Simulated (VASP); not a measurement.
The system is Pd.

```
Pd
1.0
     2.78367    0.00000    0.00000
    -1.39183    2.41072    0.00000
     0.00000    0.00000    4.62889
Pd
2
Direct
  0.66667 0.33333 0.75000
  0.33333 0.66667 0.25000
```

This isn't the form of Pd at room conditions, which is fcc.

Base run:

* Program: VASP 6.6.1
* Functional: PBE
* Potentials or basis: VASP PAW PBE potentials, release 64 (Pd)
* Cutoff: 520 eV
* k mesh: 14 × 14 × 7
* Occupations: fermi-dirac, width 0.05 eV
* Spin: collinear spin
* Starting moments: [0.6, -0.6] μB
* Hubbard terms: Pd d U = 3.0 eV

Its results: band gap on the k mesh zero (filled and empty bands overlap); pressure -6.5 GPa; net moment 0.00 μB per cell.

Problem. The run is repeated on the same cell with these changes: hubbard terms from Pd d U = 3.0 eV to none. What comes out?

Solution. Band gap on the k mesh zero (filled and empty bands overlap); pressure -1.7 GPa; net moment 0.00 μB per cell.

Caveats: the cell stands under tension (at least some runs); the U is typed as a test and isn't derived for this compound (at least some runs).
